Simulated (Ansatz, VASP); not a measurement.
## One calculation of V, two programs

```xyz
2
Lattice="1.4984 -1.4984 1.4984 -1.4984 1.4984 1.4984 -2.9968 -2.9968 0.0000" Properties=species:S:1:pos:R:3 pbc="T T T"
V     0.0000    0.0000    0.0000
V    -1.4984   -1.4984    1.4984
```

Alike in both runs: task single point; functional PBE; k mesh 14 × 14 × 8; occupations gaussian, width 0.05 eV; collinear spin.

|  | VASP | Ansatz |
| --- | --- | --- |
| version | VASP 6.6.1 | Ansatz 0.2.0 |
| potentials or method | VASP PAW PBE potentials, release 64 (V_sv), cutoff 520 eV | scalar-relativistic, plane waves, PAW |
| valence electrons in the cell | 26 | 26 |

|  | VASP | Ansatz | Ansatz less VASP |
| --- | --- | --- | --- |
| gap on the k mesh at the Fermi level (eV) | none | none | - |
| pressure (GPa) | 0.1 | -0.1 | -0.22 |
| traceless stress, the component that is largest in VASP (GPa) | -0.05 | -0.04 | +0.012 |
| net moment per atom (μB) | 0.00 | 0.00 | 0.000 |

A gap of «none» marks a metal or a gap that the smearing closes. The functional is the same, so the differences come from potentials, cutoffs and numerics. Ansatz's warnings: seeded moment not kept.
